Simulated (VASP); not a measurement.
# PbO2 (P4_2/mnm) in VASP: single point with PBE

Aim: the single point of PbO2 with PBE.

Everything below comes from runs of VASP 6.6.1. Logs are shortened: lines on timing, memory, paths and dates and some standing lists are left out, and cuts for length are marked.

**1. The cell of the first run**

The structure is tetragonal, space group P4_2/mnm (No. 136). The conventional cell has a = 5.066 Å, b = 5.066 Å, c = 3.449 Å, α = 90.00°, β = 90.00°, γ = 90.00°. Within 2.9 Å of Pb (site symmetry mmm) lie 6 O at 2.20 to 2.21 Å. O (site symmetry m2m) has 3 Pb at 2.20 to 2.21 Å and 1 O at 2.76 Å within 2.9 Å.

**2. Single point, PBE**

INCAR reads:

```
SYSTEM = PbO2
PREC = Accurate
ENCUT = 600
EDIFF = 1E-6
ISMEAR = 0
SIGMA = 0.1
LREAL = .False.
LASPH = .True.
NELM = 120
ALGO = Normal
ISIF = 2
LWAVE = .False.
LCHARG = .False.
GGA = PE
NBANDS = 35
GGA_COMPAT = .False.
```

KPOINTS reads:

```
regular mesh
0
Gamma
  4 4 6
  0 0 0
```

POSCAR reads:

```
PbO2
1.0
    5.0657006118      0.0000000000      0.0000000000
    0.0000000000      5.0657006118      0.0000000000
    0.0000000000      0.0000000000      3.4492233737
Pb O
2 4
Direct
    0.0000000000      0.0000000000      0.0000000000
    0.5000000000      0.5000000000      0.5000000000
    0.3076632254      0.3076632254      0.0000000000
    0.1923367746      0.8076632254      0.5000000000
    0.8076632254      0.1923367746      0.5000000000
    0.6923367746      0.6923367746      0.0000000000
```

Potentials or basis: VASP PAW PBE potentials, release 64 (Pb_d, O).

Run with:

```console
cat potpaw_PBE.64/Pb_d/POTCAR potpaw_PBE.64/O/POTCAR > POTCAR
mpirun -np 1 vasp_std > vasp.out
```

OUTCAR:

```text
SYSTEM = PbO2
   PREC = Accurate
   ENCUT = 600
   EDIFF = 1E-6
   ISMEAR = 0
   LREAL = .False.
   LASPH = .True.
   NELM = 120
   ISIF = 2
   GGA = PE

 ion  position               nearest neighbor table
   1  0.000  0.000  0.000-   3 2.20   6 2.20   5 2.21   4 2.21   4 2.21   5 2.21   2 3.98   2 3.98
                             2 3.98   2 3.98   2 3.98   2 3.98   2 3.98   2 3.98
   2  0.500  0.500  0.500-   4 2.20   5 2.20   3 2.21   6 2.21   3 2.21   6 2.21   1 3.98   1 3.98
                             1 3.98   1 3.98   1 3.98   1 3.98   1 3.98   1 3.98
   3  0.308  0.308  0.000-   1 2.20   2 2.21   2 2.21
   4  0.192  0.808  0.500-   2 2.20   1 2.21   1 2.21
   5  0.808  0.192  0.500-   2 2.20   1 2.21   1 2.21
   6  0.692  0.692  0.000-   1 2.20   2 2.21   2 2.21

  LATTYP: Found a simple tetragonal cell.
 ALAT       =     5.0657006118
 C/A-ratio  =     0.6808975970

  Lattice vectors:

 A1 = (   5.0657006118,   0.0000000000,   0.0000000000)
 A2 = (   0.0000000000,   5.0657006118,   0.0000000000)
 A3 = (   0.0000000000,   0.0000000000,   3.4492233737)

Analysis of symmetry for initial positions (statically):
=====================================================================
 Subroutine PRICEL returns:
 Original cell was already a primitive cell.

 Routine SETGRP: Setting up the symmetry group for a
 simple tetragonal supercell.

 Subroutine GETGRP returns: Found 16 space group operations
 (whereof  8 operations were pure point group operations)
 out of a pool of 16 trial point group operations.

The static configuration has the point symmetry D_2h.
 The point group associated with its full space group is D_4h.

Analysis of symmetry for dynamics (positions and initial velocities):
=====================================================================
 Subroutine PRICEL returns:
 Original cell was already a primitive cell.

 Routine SETGRP: Setting up the symmetry group for a
 simple tetragonal supercell.

 Subroutine GETGRP returns: Found 16 space group operations
 (whereof  8 operations were pure point group operations)
 out of a pool of 16 trial point group operations.

The dynamic configuration has the point symmetry D_2h.
 The point group associated with its full space group is D_4h.

 Subroutine INISYM returns: Found 16 space group operations
 (whereof  8 operations are pure point group operations),
 and found     1 'primitive' translations

----------------------------------------------------------------------------------------

                                     Primitive cell

  volume of cell :      88.5116

  direct lattice vectors                    reciprocal lattice vectors
     5.065700612  0.000000000  0.000000000     0.197406060  0.000000000  0.000000000
     0.000000000  5.065700612  0.000000000     0.000000000  0.197406060  0.000000000
     0.000000000  0.000000000  3.449223374     0.000000000  0.000000000  0.289920336

  length of vectors
     5.065700612  5.065700612  3.449223374     0.197406060  0.197406060  0.289920336

  position of ions in fractional coordinates (direct lattice)
     0.000000000  0.000000000  0.000000000
     0.500000000  0.500000000  0.500000000
     0.307663225  0.307663225  0.000000000
     0.192336775  0.807663225  0.500000000
     0.807663225  0.192336775  0.500000000
     0.692336775  0.692336775  0.000000000

  ion indices of the primitive-cell ions
   primitive index   ion index
                 1           1
                 2           2
                 3           3
                 4           4
                 5           5
                 6           6

----------------------------------------------------------------------------------------

 KPOINTS: regular mesh

Automatic generation of k-mesh.
 Grid dimensions read from file:
 generate k-points for:    4    4    6

 Generating k-lattice:

  Cartesian coordinates                     Fractional coordinates (reciprocal lattice)
     0.049351515  0.000000000  0.000000000     0.250000000  0.000000000  0.000000000
     0.000000000  0.049351515  0.000000000     0.000000000  0.250000000  0.000000000
     0.000000000  0.000000000  0.048320056     0.000000000  0.000000000  0.166666667

  Length of vectors
     0.049351515  0.049351515  0.048320056

  Shift w.r.t. Gamma in fractional coordinates (k-lattice)
     0.000000000  0.000000000  0.000000000

 Subroutine IBZKPT returns following result:
 ===========================================

 Found     24 irreducible k-points:

 Following reciprocal coordinates:
            Coordinates               Weight
  0.000000  0.000000  0.000000      1.000000
  0.250000  0.000000  0.000000      4.000000
  0.500000  0.000000  0.000000      2.000000
  0.250000  0.250000  0.000000      4.000000
  0.500000  0.250000  0.000000      4.000000
  0.500000  0.500000  0.000000      1.000000
[... 16 lines left out ...]
  0.500000  0.250000  0.500000      4.000000
  0.500000  0.500000  0.500000      1.000000
   k-points           NKPTS =     24   k-points in BZ     NKDIM =     24   number of bands    NBANDS=     35
   number of dos      NEDOS =    301   number of ions     NIONS =      6
   total plane-waves  NPLWV =  44800
   dimension x,y,z NGX =    40 NGY =   40 NGZ =   28
   dimension x,y,z NGXF=    80 NGYF=   80 NGZF=   56
   ions per type =               2   4
   NGX,Y,Z   is equivalent  to a cutoff of  13.13, 13.13, 13.50 a.u.
   NGXF,Y,Z  is equivalent  to a cutoff of  26.25, 26.25, 26.99 a.u.
 SYSTEM =  PbO2
   PREC   = accura    normal or accurate (medium, high low for compatibility)
   ISTART =      0    job   : 0-new  1-cont  2-samecut
   ICHARG =      2    charge: 1-file 2-atom 10-const
   ISPIN  =      1    spin polarized calculation?
   LNONCOLLINEAR =      F non collinear calculations
   LSORBIT =      F    spin-orbit coupling
   LASPH  =      T    aspherical Exc in radial PAW
   ENCUT  =  600.0 eV  44.10 Ry    6.64 a.u.  10.12 10.12  6.89*2*pi/ulx,y,z
   NELM   =    120;   NELMIN=  2; NELMDL= -5     # of ELM steps
   EDIFF  = 0.1E-05   stopping-criterion for ELM
   LREAL  =      F    real-space projection
   EDIFFG = 0.1E-04   stopping-criterion for IOM
   NSW    =      0    number of steps for IOM
   IBRION =     -1    ionic relax: 0-MD 1-quasi-New 2-CG
   NFREE  =      0    steps in history (QN), initial steepest desc. (CG)
   ISIF   =      2    stress and relaxation
   ISYM   =      2    0-nonsym 1-usesym 2-fastsym
   POTIM  = 0.5000    time-step for ionic-motion
   TEBEG  =    0.0;   TEEND  =   0.0 temperature during run
   PSTRESS=    0.0 pullay stress
   NELECT =      52.0000    total number of electrons
   NUPDOWN=      -1.0000    fix difference up-down
   EMIN   =  10.00;   EMAX   =-10.00  energy-range for DOS
   EFERMI =   0.00;   METHOD = LEGACY
   ISMEAR =     0;   SIGMA  =   0.10  broadening in eV -4-tet -1-fermi 0-gaus
   EFERMI_NEDOS =   21; number of points for ismear=-14 and -15
   IALGO  =     38    algorithm
   IMIX   =      4    mixing-type and parameters
     AMIX     =   0.40;   BMIX     =  1.00
     AMIX_MAG =   1.60;   BMIX_MAG =  1.00
  volume/ion in A,a.u.               =      14.75        99.55
  Fermi-wavevector in a.u.,A,eV,Ry     =   1.371121  2.591043 25.578588  1.879973
  Thomas-Fermi vector in A             =   2.496846
   LORBIT       =      0    0 simple, 1 ext, 2 COOP (PROOUT), +10 PAW based schemes
   GGA     = PE    functional components
   LHFCALC =     F    Hartree Fock is set to
   AEXX    =    0.0000 exact exchange contribution
   IVDW    =     0    specifies the selected vdW correction
   LEPSILON=     F    determine dielectric tensor
   LRPA    =     F    only Hartree local field effects (RPA)
 non-spin polarized calculation
 Gauss-broadening in eV      SIGMA  =   0.10
  energy-cutoff  :      600.00
  volume of cell :       88.51
 maximum number of plane-waves:      2974
   NGX = 21   NGY = 21   NGZ = 13

 number of electron      51.9999984 magnetization

 Free energy of the ion-electron system (eV)
  ---------------------------------------------------
  ext. energy  EPLUGINS =         0.00000000
  ---------------------------------------------------
  free energy    TOTEN  =       -31.88072990 eV

  energy without entropy =      -31.87959909  energy(sigma->0) =      -31.88016449

 E-fermi :   3.8139     XC(G=0): -10.3969

 val. band max:        3.7088545332   @ k =   0.0000   0.0000   0.1667
 cond. band min:       3.8697210327   @ k =   0.0000   0.0000   0.0000
 fundamental gap:      0.1608664994
 Fermi energy:         3.8138506790

 k-point     1 :       0.0000    0.0000    0.0000
  band No.  band energies     occupation
      1     -14.2217      2.00000
      2     -14.1810      2.00000
      3     -12.6157      2.00000
      4     -12.6157      2.00000
      5     -11.7368      2.00000
      6     -11.5801      2.00000
[... 27 lines left out ...]
     34      14.3765      0.00000
     35      15.3998      0.00000

 k-point     2 :       0.2500    0.0000    0.0000
  band No.  band energies     occupation
      1     -14.0846      2.00000
      2     -14.0826      2.00000
      3     -13.0315      2.00000
      4     -12.8933      2.00000
      5     -11.5394      2.00000
      6     -11.5391      2.00000
[... 27 lines left out ...]
     34      15.2268      0.00000
     35      15.4673      0.00000

 k-point     3 :       0.5000    0.0000    0.0000
  band No.  band energies     occupation
      1     -13.9000      2.00000
      2     -13.9000      2.00000
      3     -13.2970      2.00000
      4     -13.2970      2.00000
      5     -11.5326      2.00000
      6     -11.5326      2.00000
[... 27 lines left out ...]
     34      15.0753      0.00000
     35      15.7722      0.00000
[... 723 lines left out ...]
 k-point    23 :       0.5000    0.2500    0.5000
  band No.  band energies     occupation
      1     -13.9818      2.00000
      2     -13.9818      2.00000
      3     -13.1754      2.00000
      4     -13.1754      2.00000
      5     -11.4100      2.00000
      6     -11.4100      2.00000
[... 27 lines left out ...]
     34      13.9523      0.00000
     35      16.1647      0.00000

 k-point    24 :       0.5000    0.5000    0.5000
  band No.  band energies     occupation
      1     -13.8208      2.00000
      2     -13.8208      2.00000
      3     -13.4637      2.00000
      4     -13.4637      2.00000
      5     -11.3891      2.00000
      6     -11.3891      2.00000
[... 27 lines left out ...]
     34      13.3381      0.00000
     35      16.7844      0.00000

------------------------ aborting loop because EDIFF is reached ----------------------------------------

  FORCE on cell =-STRESS in cart. coord.  units (eV):
  Direction    XX          YY          ZZ          XY          YZ          ZX
  --------------------------------------------------------------------------------------
  -------------------------------------------------------------------------------------
  Total        0.2286882      0.2286882      0.1291048     -0.0000000      0.0000000      0.0000000
  in kB        4.1395587      4.1395587      2.3369665     -0.0000000      0.0000000      0.0000000
  external PRESSURE =       3.5386946 kB  Pullay stress =       0.0000000 kB

 VOLUME and BASIS-vectors are now :
 -----------------------------------------------------------------------------
  energy-cutoff  :      600.00
  volume of cell :       88.51
      direct lattice vectors                 reciprocal lattice vectors
     5.065700612  0.000000000  0.000000000     0.197406060  0.000000000  0.000000000
     0.000000000  5.065700612  0.000000000     0.000000000  0.197406060  0.000000000
     0.000000000  0.000000000  3.449223374     0.000000000  0.000000000  0.289920336

 POSITION                                       TOTAL-FORCE (eV/Angst)
 -----------------------------------------------------------------------------------
      0.00000      0.00000      0.00000         0.000000      0.000000     -0.000000
      2.53285      2.53285      1.72461         0.000000      0.000000     -0.000000
      1.55853      1.55853      0.00000         0.013290      0.013290      0.000000
      0.97432      4.09138      1.72461        -0.013290      0.013290     -0.000000
      4.09138      0.97432      1.72461         0.013290     -0.013290     -0.000000
      3.50717      3.50717      0.00000        -0.013290     -0.013290     -0.000000
 -----------------------------------------------------------------------------------
    total drift:                                0.000000     -0.000000     -0.000000

  FREE ENERGIE OF THE ION-ELECTRON SYSTEM (eV)
  ---------------------------------------------------
  free  energy   TOTEN  =       -31.8807298955 eV

  energy  without entropy=      -31.8795990856  energy(sigma->0) =      -31.88016449
```

Wall time 95 s (1 thread of Intel Xeon 8259CL, shared host); peak memory 0.21 GiB.

Results:

- Free energy: -31.8807 eV
- Pressure: 0.4 GPa
- Largest force: 0.019 eV/Å
- Band gap on the k mesh: 0.16 eV (least direct gap 0.52 eV)

Forces on the atoms (eV/Å):
```
Pb   0.000  0.000  0.000
Pb   0.000  0.000  0.000
O    0.013  0.013  0.000
O   -0.013  0.013  0.000
O    0.013 -0.013  0.000
O   -0.013 -0.013  0.000
```

Caveat: spin-orbit coupling is left out, which moves the levels of the heavy elements. A k mesh can miss the band edges.
